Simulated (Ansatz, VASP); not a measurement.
## CdSe in VASP and in Ansatz

```
Cd Se
1.0
     0.00000    3.08047    3.08047
     3.08047    0.00000    3.08047
     3.08047    3.08047    0.00000
Cd Se
1 1
Direct
  0.00000 0.00000 0.00000
  0.25000 0.25000 0.25000
```

Change from the starting cell: volume scaled by 1.01, PAW files.

Alike in both runs: task electric field gradients; functional PBE; k mesh 8 × 8 × 8; occupations fermi-dirac, width 0.03 eV; no spin polarisation.

|  | VASP | Ansatz |
| --- | --- | --- |
| version | VASP 6.6.1 | Ansatz 0.2.0 |
| potentials or method | VASP PAW PBE potentials, release 64 (Cd, Se) | PAW with Ansatz's default frozen-core files, scalar-relativistic |
| plane-wave cutoff (eV) | 520 | 420 |
| valence electrons in the cell | 18 | 36 |

Ansatz gave:

| Quantity | Value |
| --- | --- |
| pressure (GPa) | 0.8 |

Task: Which values does VASP return?

Result: Pressure (GPa): 1.1.

With one functional, cell and mesh, what is left measures potentials, basis and numerics. VASP's potentials hold 18 valence electrons a cell and Ansatz's 36, so a difference there can come from the potentials and not from the codes.
